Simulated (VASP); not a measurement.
Set up this calculation in VASP 6.6.1, as the native input.

* Task: molecular dynamics
* Functional: PBE
* Potentials or basis: VASP PAW PBE potentials, release 64 (Ti_sv, Al)
* Cutoff: 350 eV
* k mesh: 1 × 1 × 1, shifted
* Occupations: fermi-dirac, width 0.0862 eV
* Spin: no spin polarisation
* Dipole correction: no
* Further INCAR settings: PREC = Normal; LREAL = Auto; ALGO = Normal; EDIFF = 1e-05; ISYM = -1; MAXMIX = 40; IBRION = 0; POTIM = 3.0; NSW = 40

The structure of Ti19Al5 lies in POSCAR:

```
Ti19Al5
1.0
    7.7665530000     -0.1286440000      0.2320170000
   -0.1286440000      7.6697090000      0.0303640000
    0.2320170000      0.0303640000      7.4366650000
Ti Al
19 5
Direct
    0.8301390105      0.4315902392      0.2967750565
    0.4242592407      0.1957735710      0.3822724159
    0.7888339895      0.9606545815      0.8363092307
    0.3617118608      0.2094864928      0.6960516855
    0.1673931053      0.7266687647      0.1402222736
    0.0301878223      0.1261957610      0.2176064081
    0.5555955358      0.2385795688      0.0268418143
    0.1901359289      0.3734185519      0.0111896641
    0.8656754566      0.2890222532      0.9493042657
    0.9376978678      0.7151523461      0.4993903820
    0.2812053386      0.8099571063      0.5989140912
    0.5733497118      0.8778794421      0.5757880811
    0.1258579692      0.9711867757      0.8855138137
    0.4178908672      0.8595441221      0.2860996550
    0.7467892676      0.0041563505      0.2245189293
    0.1113916051      0.4671781268      0.6060126770
    0.7034521408      0.2246339046      0.6086297192
    0.3417929895      0.5817271409      0.8067619854
    0.6766755697      0.6336023323      0.1234022835
    0.4939188381      0.5373594657      0.4638115558
    0.9669804191      0.6659710628      0.8695990062
    0.1071900310      0.0608075899      0.4930401081
    0.6961369713      0.5470241054      0.7764839857
    0.4218960647      0.8978144549      0.9380935240
```

These files were run (other wordings do the same):

INCAR

```
SYSTEM = Ti19Al5
ALGO = Normal
EDIFF = 1E-5
ENCUT = 350
GGA = PE
GGA_COMPAT = .False.
IBRION = 0
ISIF = 2
ISMEAR = -1
ISYM = -1
LANGEVIN_GAMMA = 15 15
LASPH = .True.
LCHARG = .False.
LREAL = Auto
LWAVE = .False.
MAXMIX = 40
MDALGO = 3
NELM = 120
NELMIN = 4
NSW = 40
POTIM = 3.0
PREC = Normal
RANDOM_SEED = 3862 0 0
SIGMA = 0.0862
TEBEG = 1000.0
TEEND = 1000.0
```

KPOINTS

```
explicit points
1
Reciprocal
  0.25000000   0.25000000   0.25000000 1
```

Potentials or basis: VASP PAW PBE potentials, release 64 (Ti_sv, Al).

The run is started by

```sh
$ cat potpaw_PBE.64/Ti_sv/POTCAR potpaw_PBE.64/Al/POTCAR > POTCAR
$ mpirun -np 1 vasp_std > vasp.out
```

Wall time 15 min on 1 thread of Intel(R) Xeon(R) 6975P-C (Granite Rapids), with other jobs on the host, peak memory 0.28 GiB.
